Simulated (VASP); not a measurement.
Here is a VASP 6.6.1 calculation.

File POSCAR:

```
ZnO
1.0
    8.5265520000      0.0000000000      0.0000000000
    0.0000000000      8.5265520000      0.0000000000
    0.0000000000      0.0000000000      8.5265520000
O Zn
32 32
Direct
    0.2500000000      0.0000000000      0.0000000000
    0.2500000000      0.0000000000      0.5000000000
    0.2500000000      0.5000000000      0.0000000000
    0.2500000000      0.5000000000      0.5000000000
    0.7500000000      0.0000000000      0.0000000000
    0.7500000000      0.0000000000      0.5000000000
    0.7500000000      0.5000000000      0.0000000000
    0.7500000000      0.5000000000      0.5000000000
    0.0000000000      0.2500000000      0.0000000000
    0.0000000000      0.2500000000      0.5000000000
    0.0000000000      0.7500000000      0.0000000000
    0.0000000000      0.7500000000      0.5000000000
    0.5000000000      0.2500000000      0.0000000000
    0.5000000000      0.2500000000      0.5000000000
    0.5000000000      0.7500000000      0.0000000000
    0.5000000000      0.7500000000      0.5000000000
    0.0000000000      0.0000000000      0.2500000000
    0.0000000000      0.0000000000      0.7500000000
    0.0000000000      0.5000000000      0.2500000000
    0.0000000000      0.5000000000      0.7500000000
    0.5000000000      0.0000000000      0.2500000000
    0.5000000000      0.0000000000      0.7500000000
    0.5000000000      0.5000000000      0.2500000000
    0.5000000000      0.5000000000      0.7500000000
    0.2500000000      0.2500000000      0.2500000000
    0.2500000000      0.2500000000      0.7500000000
    0.2500000000      0.7500000000      0.2500000000
    0.2500000000      0.7500000000      0.7500000000
    0.7500000000      0.2500000000      0.2500000000
    0.7500000000      0.2500000000      0.7500000000
    0.7500000000      0.7500000000      0.2500000000
    0.7500000000      0.7500000000      0.7500000000
    0.0000000000      0.0000000000      0.0000000000
    0.0000000000      0.0000000000      0.5000000000
    0.0000000000      0.5000000000      0.0000000000
    0.0000000000      0.5000000000      0.5000000000
    0.5000000000      0.0000000000      0.0000000000
    0.5000000000      0.0000000000      0.5000000000
    0.5000000000      0.5000000000      0.0000000000
    0.5000000000      0.5000000000      0.5000000000
    0.2500000000      0.2500000000      0.0000000000
    0.2500000000      0.2500000000      0.5000000000
    0.2500000000      0.7500000000      0.0000000000
    0.2500000000      0.7500000000      0.5000000000
    0.7500000000      0.2500000000      0.0000000000
    0.7500000000      0.2500000000      0.5000000000
    0.7500000000      0.7500000000      0.0000000000
    0.7500000000      0.7500000000      0.5000000000
    0.2500000000      0.0000000000      0.2500000000
    0.2500000000      0.0000000000      0.7500000000
    0.2500000000      0.5000000000      0.2500000000
    0.2500000000      0.5000000000      0.7500000000
    0.7500000000      0.0000000000      0.2500000000
    0.7500000000      0.0000000000      0.7500000000
    0.7500000000      0.5000000000      0.2500000000
    0.7500000000      0.5000000000      0.7500000000
    0.0000000000      0.2500000000      0.2500000000
    0.0000000000      0.2500000000      0.7500000000
    0.0000000000      0.7500000000      0.2500000000
    0.0000000000      0.7500000000      0.7500000000
    0.5000000000      0.2500000000      0.2500000000
    0.5000000000      0.2500000000      0.7500000000
    0.5000000000      0.7500000000      0.2500000000
    0.5000000000      0.7500000000      0.7500000000
```

The input INCAR.step1:

```
SYSTEM = ZnO
PREC = Accurate
ENCUT = 520
EDIFF = 1E-5
ISMEAR = -1
SIGMA = 0.05
LREAL = Auto
LASPH = .TRUE.
NELM = 60
ALGO = Normal
ISIF = 2
LWAVE = .TRUE.
GGA = PE
NBANDS = 326
LUSENCCL = .FALSE.
```

The input INCAR.step2:

```
SYSTEM = ZnO
PREC = Accurate
ENCUT = 520
EDIFF = 1E-6
ISMEAR = -1
SIGMA = 0.05
LREAL = Auto
LASPH = .TRUE.
NELM = 60
ALGO = Normal
ISIF = 2
LWAVE = .FALSE.
LCHARG = .TRUE.
GGA = PE
LHFCALC = .TRUE.
HFSCREEN = 0.2079
PRECFOCK = Fast
LELF = .TRUE.
LVHAR = .TRUE.
ISTART = 1
NBANDS = 326
LUSENCCL = .FALSE.
```

KPOINTS

```
regular mesh
0
G
  1 1 1
  0 0 0
```

Potentials or basis: VASP PAW PBE potentials, release 64 (O, Zn).

The run is started by

```console
$ cat potpaw_PBE.64/O/POTCAR potpaw_PBE.64/Zn/POTCAR > POTCAR
$ cp INCAR.step1 INCAR
$ mpirun -np 1 vasp_gam > vasp.out
$ cp INCAR.step2 INCAR
$ mpirun -np 1 vasp_gam > vasp.out
```

Problem. Estimate the pressure.

Solution. 3.1 GPa.

Problem. Estimate the band gap on the k mesh.

Solution. 2.74 eV.

Caveat: the k points lie up to 0.74 Å⁻¹ apart; the PAW data sets were made with another functional, which shifts forces and pressure a little; an odd mesh through Γ misses points on the zone boundary, where band edges can lie.
